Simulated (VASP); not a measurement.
# SnO (P4/nmm) in VASP: further runs, part 2 of 2

VASP 6.6.1.

**3. Single point, PBE+D3(BJ)**

This run uses another cell than the first one, of the same volume but with other edges.

The input, INCAR:

```
SYSTEM = SnO
PREC = Accurate ; ENCUT = 520
EDIFF = 1E-7 ; ISMEAR = 0
SIGMA = 0.15 ; LREAL = .False.
LASPH = .True. ; NELM = 60
ALGO = Normal ; ISIF = 2
LWAVE = .False. ; LCHARG = .False.
GGA = PE ; IVDW = 12
NBANDS = 28
```

The input, KPOINTS:

```
regular mesh
0
Gamma
  14 14 12
  0 0 0
```

The input, POSCAR:

```
SnO
1.0
    3.8540886645      0.0000000000      0.0000000000
    0.0000000000      3.8540886645      0.0000000000
    0.0000000000      0.0000000000      4.7061646161
Sn O
2 2
Direct
    0.0000000000      0.5000000000      0.2385000000
    0.5000000000      0.0000000000      0.7615000000
    0.0000000000      0.0000000000      0.0000000000
    0.5000000000      0.5000000000      0.0000000000
```

Potentials or basis: VASP PAW PBE potentials, release 64 (Sn_d, O).

Run with:

```sh
$ cat potpaw_PBE.64/Sn_d/POTCAR potpaw_PBE.64/O/POTCAR > POTCAR
$ mpirun -np 1 vasp_std > vasp.out
```

OUTCAR:

```text
SYSTEM = SnO
   PREC = Accurate
   ENCUT = 520
   EDIFF = 1E-7
   ISMEAR = 0
   LREAL = .False.
   LASPH = .True.
   NELM = 60
   ISIF = 2
   GGA = PE
   IVDW = 12
 IVDW          = 12

 ion  position               nearest neighbor table
   1  0.000  0.500  0.239-   3 2.23   4 2.23   3 2.23   4 2.23   2 3.53   2 3.53   2 3.53   2 3.53
                             2 3.67   2 3.67   2 3.67   2 3.67
   2  0.500  0.000  0.761-   3 2.23   4 2.23   4 2.23   3 2.23   1 3.53   1 3.53   1 3.53   1 3.53
                             1 3.67   1 3.67   1 3.67   1 3.67
   3  0.000  0.000  0.000-   1 2.23   2 2.23   1 2.23   2 2.23
   4  0.500  0.500  0.000-   1 2.23   2 2.23   2 2.23   1 2.23

  LATTYP: Found a simple tetragonal cell.
 ALAT       =     3.8540886645
 C/A-ratio  =     1.2210836402

  Lattice vectors:

 A1 = (   3.8540886645,   0.0000000000,   0.0000000000)
 A2 = (   0.0000000000,   3.8540886645,   0.0000000000)
 A3 = (   0.0000000000,   0.0000000000,   4.7061646161)

Analysis of symmetry for initial positions (statically):
=====================================================================
 Subroutine PRICEL returns:
 Original cell was already a primitive cell.

 Routine SETGRP: Setting up the symmetry group for a
 simple tetragonal supercell.

 Subroutine GETGRP returns: Found 16 space group operations
 (whereof  8 operations were pure point group operations)
 out of a pool of 16 trial point group operations.

The static configuration has the point symmetry D_2d.
 The point group associated with its full space group is D_4h.

Analysis of symmetry for dynamics (positions and initial velocities):
=====================================================================
 Subroutine PRICEL returns:
 Original cell was already a primitive cell.

 Routine SETGRP: Setting up the symmetry group for a
 simple tetragonal supercell.

 Subroutine GETGRP returns: Found 16 space group operations
 (whereof  8 operations were pure point group operations)
 out of a pool of 16 trial point group operations.

The dynamic configuration has the point symmetry D_2d.
 The point group associated with its full space group is D_4h.

[... 125 lines left out ...]
  Thomas-Fermi vector in A             =   2.485896
   LORBIT       =      0    0 simple, 1 ext, 2 COOP (PROOUT), +10 PAW based schemes
   GGA     = PE    functional components
   LHFCALC =     F    Hartree Fock is set to
   AEXX    =    0.0000 exact exchange contribution
   IVDW    =    12    specifies the selected vdW correction
   LEPSILON=     F    determine dielectric tensor
   LRPA    =     F    only Hartree local field effects (RPA)
 non-spin polarized calculation
 Gauss-broadening in eV      SIGMA  =   0.15
  energy-cutoff  :      520.00
  volume of cell :       69.91
 maximum number of plane-waves:      1912
 NGX is ok and might be reduce to    30

 number of electron      39.9999999 magnetization

 Free energy of the ion-electron system (eV)
  ---------------------------------------------------
  ext. energy  EPLUGINS =         0.00000000
  ---------------------------------------------------
  free energy    TOTEN  =       -22.66717165 eV

  energy without entropy =      -22.66672220  energy(sigma->0) =      -22.66694692

 E-fermi :   7.2477     XC(G=0): -10.2791

 val. band max:        7.0583513561   @ k =   0.0714   0.0714   0.0000
 cond. band min:       7.2713483465   @ k =   0.5000   0.5000   0.0000
 fundamental gap:      0.2129969904
 Fermi energy:         7.2477337972

 k-point     1 :       0.0000    0.0000    0.0000
  band No.  band energies     occupation
      1     -14.8366      2.00000
      2     -14.4036      2.00000
      3     -14.4036      2.00000
      4     -14.3813      2.00000
      5     -14.3552      2.00000
      6     -14.3546      2.00000
[... 733 lines left out ...]
     27      14.8674      0.00000
     28      15.7660      0.00000

 [... further k-points ...]

------------------------ aborting loop because EDIFF is reached ----------------------------------------

 Edisp (eV)   -0.94088

 E8    (eV) :    -0.4083

  FORCE on cell =-STRESS in cart. coord.  units (eV):
  Direction    XX          YY          ZZ          XY          YZ          ZX
  --------------------------------------------------------------------------------------
  -------------------------------------------------------------------------------------
  Total       0.48010     0.48010     1.17868     0.00000     0.00000     0.00000
  in kB      11.00350    11.00350    27.01455     0.00000     0.00000     0.00000
  external pressure =       16.34 kB  Pullay stress =        0.00 kB

 VOLUME and BASIS-vectors are now :
 -----------------------------------------------------------------------------
  energy-cutoff  :      520.00
  volume of cell :       69.91
      direct lattice vectors                 reciprocal lattice vectors
     3.854088664  0.000000000  0.000000000     0.259464711  0.000000000  0.000000000
     0.000000000  3.854088664  0.000000000     0.000000000  0.259464711  0.000000000
     0.000000000  0.000000000  4.706164616     0.000000000  0.000000000  0.212487255

 POSITION                                       TOTAL-FORCE (eV/Angst)
 -----------------------------------------------------------------------------------
      0.00000      1.92704      1.12242         0.000000     -0.000000      0.602080
      1.92704      0.00000      3.58374         0.000000     -0.000000     -0.602080
      0.00000      0.00000      0.00000         0.000000     -0.000000     -0.000000
      1.92704      1.92704      0.00000        -0.000000      0.000000     -0.000000
 -----------------------------------------------------------------------------------
    total drift:                                0.000000      0.000000     -0.000000

  FREE ENERGIE OF THE ION-ELECTRON SYSTEM (eV)
  ---------------------------------------------------
  free  energy   TOTEN  =       -23.6080499845 eV

  energy  without entropy=      -23.6076005410  energy(sigma->0) =      -23.60782526
```

stdout:

```text
POSCAR found type information on POSCAR SnO
 POSCAR found :  2 types and       4 ions
 scaLAPACK will be used
 LDA part: xc-table for (Slater+PW92), standard interpolation
 POSCAR, INCAR and KPOINTS ok, starting setup
 FFT: planning ... GRIDC
 FFT: planning ... GRID_SOFT
 FFT: planning ... GRID
 WAVECAR not read
 entering main loop
```

Run time: 8.1 min. Hardware: 1 thread of Oxide Virtual Turin-like, shared host; peak memory 0.44 GiB.

What came out:

```yaml
Free_energy: -23.6080 eV
Pressure: 1.6 GPa
Largest_force: 0.602 eV/Å
Band_gap_on_the_k_mesh: 0.21 eV (least direct gap 1.89 eV)
Dispersion_energy_per_atom: -0.235 eV
```

Forces in eV/Å, atoms in the order of the input:
```
Sn   0.000  0.000  0.602
Sn   0.000  0.000 -0.602
O    0.000  0.000  0.000
O    0.000  0.000  0.000
```

Stress tensor (GPa, compression positive):
```
1.10 0.00 0.00
0.00 1.10 0.00
0.00 0.00 2.70
```

Levels at points of the mesh, in eV from the valence-band top:
```csv
k point,band 18,band 19,band 20,band 21,band 22,band 23
"(0.00, 0.00, 0.00)",-3.17,-3.17,-0.03,2.13,4.68,4.72
"(0.50, 0.00, 0.00)",-4.79,-2.50,-2.50,3.43,3.43,5.94
"(0.50, 0.50, 0.00)",-2.50,-1.68,-1.68,0.21,0.21,4.78
"(0.00, 0.00, 0.50)",-3.19,-2.90,-1.86,1.56,2.97,2.97
"(0.50, 0.00, 0.50)",-4.75,-1.53,-1.53,2.82,2.82,5.40
"(0.50, 0.50, 0.50)",-2.59,-2.50,-2.50,2.57,2.57,4.36
```

Caveat: semilocal functionals underestimate gaps, and a narrow one can read as zero; spin-orbit coupling is left out, which moves the levels of the heavy elements. A k mesh can miss the band edges.

**4. Single point, PBE+D3(BJ)**

This run uses another cell than the first one, of the same volume but with other edges.

The input, INCAR:

```
SYSTEM = SnO
PREC = Accurate
ENCUT = 520
EDIFF = 1E-6
ISMEAR = 0
SIGMA = 0.15
LREAL = .False.
LASPH = .True.
NELM = 80
ALGO = Normal
ISIF = 2
LWAVE = .False.
LCHARG = .False.
GGA = PE
IVDW = 12
NBANDS = 28
```

KPOINTS is that of step 3.

The input, POSCAR:

```
SnO
1.0
    4.0955803458      0.0000000000      0.0000000000
    0.0000000000      4.0955803458      0.0000000000
    0.0000000000      0.0000000000      4.1675384644
Sn O
2 2
Direct
    0.0000000000      0.5000000000      0.2385000000
    0.5000000000      0.0000000000      0.7615000000
    0.0000000000      0.0000000000      0.0000000000
    0.5000000000      0.5000000000      0.0000000000
```

Run with:

```sh
$ cat potpaw_PBE.64/Sn_d/POTCAR potpaw_PBE.64/O/POTCAR > POTCAR
$ mpirun -np 1 vasp_std > vasp.out
```

Run time: 5.8 min. Hardware: 1 thread of Oxide Virtual Turin-like, shared host; peak memory 0.45 GiB.

It converged, with:

* Free energy: -23.2771 eV
* Pressure: -1.5 GPa
* Largest force: 0.666 eV/Å
* Band gap on the k mesh: 0.85 eV (least direct gap 1.31 eV)
* Dispersion energy per atom: -0.235 eV

Forces on the atoms (eV/Å):
```
Sn   0.000  0.000  0.666
Sn   0.000  0.000 -0.666
O    0.000  0.000  0.000
O    0.000  0.000  0.000
```

Stress tensor (GPa, compression positive):
```
-4.68  0.00  0.00
 0.00 -4.68  0.00
 0.00  0.00  4.86
```

Levels at points of the mesh, in eV from the valence-band top:
```csv
k point,band 17,band 18,band 19,band 20,band 21,band 22,band 23,band 24
"(0.00, 0.00, 0.00)",-2.83,-2.83,-2.37,-0.57,2.55,5.05,5.05,5.93
"(0.50, 0.00, 0.00)",-3.48,-3.48,-1.34,-1.34,4.06,4.06,6.10,6.10
"(0.50, 0.50, 0.00)",-2.11,-2.11,-0.58,-0.58,0.85,0.85,6.31,6.31
"(0.00, 0.00, 0.50)",-2.81,-2.65,-2.39,-0.26,1.09,2.79,3.18,3.18
"(0.50, 0.00, 0.50)",-4.12,-4.12,-0.59,-0.59,3.21,3.21,5.38,5.38
"(0.50, 0.50, 0.50)",-2.12,-2.12,-2.11,-2.11,3.79,3.79,5.20,5.20
```

Caveat: the stress differs along the axes, from -5 to 5 GPa; spin-orbit coupling is left out, which moves the levels of the heavy elements. A k mesh can miss the band edges.

**5. Summary**

| cell | gap on the mesh (eV) | pressure (GPa) | largest force (eV/Å) |
| --- | --- | --- | --- |
| a = 3.741, b = 3.741, c = 4.996 Å, 4 atoms | none | 3.0 | 0.20 |
| a = 3.854, b = 3.854, c = 4.706 Å, 4 atoms | 0.21 | 1.6 | 0.60 |
| a = 4.096, b = 4.096, c = 4.168 Å, 4 atoms | 0.85 | -1.5 | 0.67 |

Alike in all rows: task single point; level PBE+D3(BJ); potentials or basis VASP PAW PBE potentials, release 64 (Sn_d, O); no spin polarisation; k mesh 14 × 14 × 12; cutoff (eV) 520; smearing gaussian 0.15 eV.

Caveats: spin-orbit coupling is left out, which moves the levels of the heavy elements; semilocal functionals underestimate gaps, and a narrow one can read as zero (at least some runs); the stress differs along the axes, from -5 to 5 GPa (at least some runs).

Absolute energies hang on the potentials; compare differences alone.
